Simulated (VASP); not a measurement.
A run of VASP 6.6.1 is set up as follows.

The input INCAR:

```
SYSTEM = CsSnI3
  PREC = Accurate
  ENCUT = 520
  EDIFF = 1E-7
  ISMEAR = -1
  SIGMA = 0.05
  LREAL = .False.
  LASPH = .True.
  NELM = 100
  ALGO = Normal
  ISIF = 2
  LWAVE = .False.
  LCHARG = .False.
  NBANDS = 30
```

Contents of KPOINTS:

```
Automatic mesh
0
Gamma
  5 5 5
  0 0 0
```

Contents of POSCAR:

```
CsSnI3
1.0
    6.1640497518      0.0000000000      0.0000000000
    0.0000000000      6.1640497518      0.0000000000
    0.0000000000      0.0000000000      6.1640497518
Cs I Sn
1 3 1
Direct
    0.0000000000      0.0000000000      0.0000000000
    0.5000000000      0.5000000000      0.0000000000
    0.5000000000      0.0000000000      0.5000000000
    0.0000000000      0.5000000000      0.5000000000
    0.5000000000      0.5000000000      0.5000000000
```

Potentials or basis: VASP PAW LDA potentials, release 64 (Cs_sv, I, Sn_d).

Launch:

```bash
$ cat potpaw_LDA.64/Cs_sv/POTCAR potpaw_LDA.64/I/POTCAR potpaw_LDA.64/Sn_d/POTCAR > POTCAR
$ mpirun -np 1 vasp_std > vasp.out
```

Problem. What does it give for the pressure?

Solution. -1.3 GPa.

Problem. Predict the band gap on the k mesh.

Solution. 1.71 eV, direct.

Caveat: spin-orbit coupling is left out, which moves the levels of the heavy elements. A k mesh can miss the band edges.
